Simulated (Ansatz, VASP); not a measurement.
# Two plane-wave programs on W

```
W
1.0
     0.00000    2.15941    1.85040
     2.15941    0.00000    1.85040
     2.15941    2.15941    0.00000
W
1
Direct
  0.00000 0.00000 0.00000
```

Alike in both runs: task single point; functional PBEsol; k mesh 22 × 22 × 22; occupations gaussian, width 0.15 eV; no spin polarisation.

|  | VASP | Ansatz |
| --- | --- | --- |
| version | VASP 6.6.1 | Ansatz 0.2.0 |
| potentials or method | VASP PAW PBE potentials, release 64 (W_sv), cutoff 500 eV | scalar-relativistic, plane waves, PAW |
| valence electrons in the cell | 14 | 14 |

Ansatz gave:

| Property | Result |
| --- | --- |
| gap on the k mesh at the Fermi level (eV) | none |
| pressure (GPa) | -21.6 |
| traceless stress, the component that is largest in VASP (GPa) | -17.56 |

Q: Which values does VASP return?

A: gap on the k mesh at the Fermi level (eV): none; pressure (GPa): -21.3; traceless stress, the component that is largest in VASP (GPa): -17.58.

VASP's potentials were made for PBE, not for PBEsol, and Ansatz warns of the same on its side. A gap of «none» marks a metal or a gap that the smearing closes.

Spin-orbit coupling is off throughout.
